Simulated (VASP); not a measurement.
Set up this calculation in VASP 6.6.1, as the native input.

```
Task                   : single point
Functional             : PBE
Potentials or basis    : VASP PAW PBE potentials, release 64 (Sn_d, Pb_d, O)
Cutoff                 : 520 eV
k mesh                 : 6 × 6 × 2
Occupations            : gaussian, width 0.1 eV
Spin                   : no spin polarisation
Dipole correction      : no
Further INCAR settings : ALGO = Normal; EDIFF = 1e-06; NBANDS = 39
```

The structure of SnPb2O3 lies in POSCAR:

```
SnPb2O3
1.0
    4.4994407400      0.0000000000      0.0000000000
   -2.2497203700      3.8966299800      0.0000000000
    0.0000000000      0.0000000000      8.2283751600
Sn Pb O
1 2 3
Direct
    0.6666666700      0.3333333300      0.0000000000
    0.6666666700      0.3333333300      0.5000000000
    0.0000000000      0.0000000000      0.5000000000
    0.3333333300      0.6666666700      0.5000000000
    0.6666666700      0.3333333300      0.2515304500
    0.6666666700      0.3333333300      0.7484695500
```

The cell was generated, and may not be a known phase.

One way to write it, as run:

INCAR

```
SYSTEM = SnPb2O3
PREC = Accurate ; ENCUT = 520
EDIFF = 1E-6 ; ISMEAR = 0
SIGMA = 0.1 ; LREAL = .False.
LASPH = .True. ; NELM = 60
ALGO = Normal ; ISIF = 2
LWAVE = .False. ; LCHARG = .True.
GGA = PE ; LELF = .True.
LVHAR = .True. ; NBANDS = 39
```

KPOINTS

```
Automatic mesh
0
Gamma
  6 6 2
  0 0 0
```

Potentials or basis: VASP PAW PBE potentials, release 64 (Sn_d, Pb_d, O).

The run is started by

```sh
$ cat potpaw_PBE.64/Sn_d/POTCAR potpaw_PBE.64/Pb_d/POTCAR potpaw_PBE.64/O/POTCAR > POTCAR
$ mpirun -np 1 vasp_std > vasp.out
```

It gave:

```yaml
Pressure: 15.0 GPa
Largest_force: 2.678 eV/Å
Band_gap_on_the_k_mesh: zero (bands 30 and 31 overlap by 0.89 eV)
```

Caveat: the k points lie up to 0.38 Å⁻¹ apart, too coarse for converged energies and pressures of a metal; spin-orbit coupling is left out, which moves the levels of the heavy elements; forces of over 1 eV/Å act on the atoms, so gaps and moduli don't describe the material at rest.

Wall time 45 s on 1 thread of Intel(R) Xeon(R) 6975P-C (Granite Rapids), with other jobs on the host, peak memory 0.3 GiB.
